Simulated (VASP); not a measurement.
A run of VASP 6.6.1 is set up as follows.

The input INCAR:

```
PREC     = Accurate       # precision mode
ENCUT    = 520            # plane-wave cutoff, eV
EDIFF    = 1E-7           # SCF threshold, eV
ISMEAR   = 0              # smearing method
SIGMA    = 0.15           # smearing width, eV
LREAL    = False          # projectors in reciprocal space
LASPH    = True           # aspherical terms in the spheres
NELM     = 80             # most SCF steps
ALGO     = Fast           # electronic algorithm
ISIF     = 2              # what is computed and relaxed
LWAVE    = False          # write WAVECAR
LCHARG   = False          # write CHGCAR
GGA      = PS             # functional
NBANDS   = 14             # bands
```

KPOINTS

```
Automatic mesh
0
Gamma
  22 22 22
```

POSCAR

```
Rh
1.0
    0.0000000000      1.9015500000      1.8825345000
    1.9015500000      0.0000000000      1.8825345000
    1.9015500000      1.9015500000      0.0000000000
Rh
1
Direct
    0.0000000000      0.0000000000      0.0000000000
```

Potentials or basis: VASP PAW PBE potentials, release 64 (Rh_pv).

Command:

```console
$ cat potpaw_PBE.64/Rh_pv/POTCAR > POTCAR
$ mpirun -np 1 vasp_std > vasp.out
```

(1) Estimate the pressure.

## Answers

(1) -2.4 GPa.

Caveat: the cell differs from its parent crystal (strain -0.0100 x Voigt [0, 0, 1, 0, 0, 0]); the PAW data sets were made with another functional, which shifts forces and pressure a little.
